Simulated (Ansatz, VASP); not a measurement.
Rh in VASP and in Ansatz

```xyz
1
Lattice="0.0380 1.9206 1.9206 1.9206 0.0380 1.9206 1.9206 1.9206 0.0380" Properties=species:S:1:pos:R:3 pbc="T T T"
Rh    0.0000    0.0000    0.0000
```

Change from the starting cell: equal xy, yz and zx shear strains of +2 %.

Alike in both runs: task single point; functional PBE; k mesh 16 × 16 × 16; occupations fermi-dirac, width 0.08 eV; no spin polarisation.

|  | VASP | Ansatz |
| --- | --- | --- |
| version | VASP 6.6.1 | Ansatz 0.2.0 |
| potentials or method | VASP PAW PBE potentials, release 64 (Rh_pv), cutoff 520 eV | all-electron LAPW, scalar-relativistic |

VASP gave:

```
pressure (GPa)                                                : 6.4
traceless stress, the component that is largest in VASP (GPa) : -3.96
```

Q: Which values does Ansatz return?

A: Pressure (GPa): 6.4; traceless stress, the component that is largest in VASP (GPa): -3.95.

Ansatz ran all-electron here, and VASP with PAW potentials.
